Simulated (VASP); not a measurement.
Input of a VASP 6.6.1 run:

File INCAR:

```
SYSTEM = C
ALGO = Normal
EDIFF = 1E-6
ENCUT = 520
GGA = PE
ISIF = 2
ISMEAR = 0
IVDW = 12
LASPH = .TRUE.
LCHARG = .TRUE.
LELF = .TRUE.
LREAL = .FALSE.
LVHAR = .TRUE.
LWAVE = .FALSE.
NBANDS = 36
NELM = 100
PREC = Accurate
SIGMA = 0.15
```

KPOINTS

```
k-points
0
G
  18 18 2
  0 0 0
```

POSCAR

```
C
1.0
    2.4648840281      0.0000000000      0.0000000000
   -1.2324420141      2.1346521857      0.0000000000
    0.0000000000      0.0000000000     20.6060947640
C
12
Direct
    0.6413105042      0.3079771708      0.9519899901
    0.6666666667      0.3333333333      0.4520101828
    0.6666666667      0.3333333333      0.7793231472
    0.6666666667      0.3333333333      0.2793433400
    0.0000000000      0.0000000000      0.6156666650
    0.3333333333      0.6666666667      0.2793231472
    0.0000000000      0.0000000000      0.1156666650
    0.6666666667      0.3333333333      0.6156666650
    0.3333333333      0.6666666667      0.7793433400
    0.3333333333      0.6666666667      0.1156666650
    0.3333333333      0.6666666667      0.4519899901
    0.3333333333      0.6666666667      0.9520101828
```

Potentials or basis: VASP PAW PBE potentials, release 64 (C).

The run is started by

```bash
$ cat potpaw_PBE.64/C/POTCAR > POTCAR
$ mpirun -np 1 vasp_std > vasp.out
```

Problem. Predict the dispersion energy per atom.

Solution. -0.152 eV.

Problem. Predict the largest force.

Solution. 3.383 eV/Å.

Stress tensor (GPa, compression positive):
```
 0.11 -0.51 -0.01
-0.51  2.13 -0.01
-0.01 -0.01 -0.08
```

Caveat: forces of over 1 eV/Å act on the atoms, so gaps and moduli don't describe the material at rest.
